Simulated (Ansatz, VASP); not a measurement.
## TiAl3: VASP beside Ansatz

The input INCAR:

```
PREC = Accurate ; ENCUT = 520
EDIFF = 1E-7 ; ISMEAR = -1
SIGMA = 0.05 ; LREAL = F
LASPH = T ; NELM = 60
ALGO = Normal ; ISIF = 2
LWAVE = F ; LCHARG = F
GGA = RE ; NBANDS = 18
```

Contents of KPOINTS:

```
regular mesh
0
Gamma
  6 6 6
```

Contents of POSCAR:

```
TiAl3
1.0
   -1.9111067713      1.9111067713      4.2806687947
    1.9111067713     -1.9111067713      4.2806687947
    1.9111067713      1.9111067713     -4.2806687947
Ti Al
1 3
Direct
    0.0000000000      0.0000000000      0.0000000000
    0.2500000000      0.7500000000      0.5000000000
    0.7500000000      0.2500000000      0.5000000000
    0.5000000000      0.5000000000      0.0000000000
```

Contents of input.yaml:

```yaml
crystal:
  lattice:
    - [-1.9111067713, 1.9111067713, 4.2806687947]
    - [1.9111067713, -1.9111067713, 4.2806687947]
    - [1.9111067713, 1.9111067713, -4.2806687947]
  atoms:
    - { symbol: Ti, position: [0.0, 0.0, 0.0] }
    - { symbol: Al, position: [0.25, 0.75, 0.5] }
    - { symbol: Al, position: [0.75, 0.25, 0.5] }
    - { symbol: Al, position: [0.5, 0.5, 0.0] }
hamiltonian:
  xc: revpbe
  pseudopotentials: { kind: paw }
kpoints:
  mp_grid: { grid: [6, 6, 6] }
  band_path:
    path:
      - [[0.0, 0.0, 0.0], [0.0, 0.0, 0.5], [-0.0996590294, 0.0996590294, 0.5], [-0.2998295147, 0.2998295147, 0.2998295147], [0.0, 0.0, 0.0], [0.5, 0.5, -0.5], [0.2998295147, 0.7001704853, -0.2998295147], [0.0, 0.5, 0.0], [0.25, 0.25, 0.25], [0.5, 0.5, -0.0996590294], [0.5, 0.5, -0.5]]
      - [[0.0, 0.0, 0.5], [0.25, 0.25, 0.25]]
    npoints: 14
scf:
  occupations: { method: fermi_dirac, width: 0.05 }
  n_extra_bands: 10
output:
  forces: true
  stress: true
  eigenvalues: true
  fatbands: true
```

Alike in both runs: functional revPBE; k mesh 6 × 6 × 6; occupations fermi-dirac, width 0.05 eV; no spin polarisation.

```csv
,VASP,Ansatz
version,VASP 6.6.1,Ansatz 0.2.0
potentials or method,"VASP PAW PBE potentials, release 64 (Ti_sv, Al)",Ansatz PAW
plane-wave cutoff (eV),520,420
valence electrons in the cell,21,21
task,single point,band structure
```

|  | VASP | Ansatz | Ansatz less VASP |
| --- | --- | --- | --- |
| gap on the k mesh at the Fermi level (eV) | none | none | - |
| pressure (GPa) | 3.8 | 3.9 | +0.13 |

VASP's potentials were made for PBE, not for revPBE. A gap of «none» marks a metal or a gap that the smearing closes.

The k mesh is coarse, so the values compare programs but aren't converged.
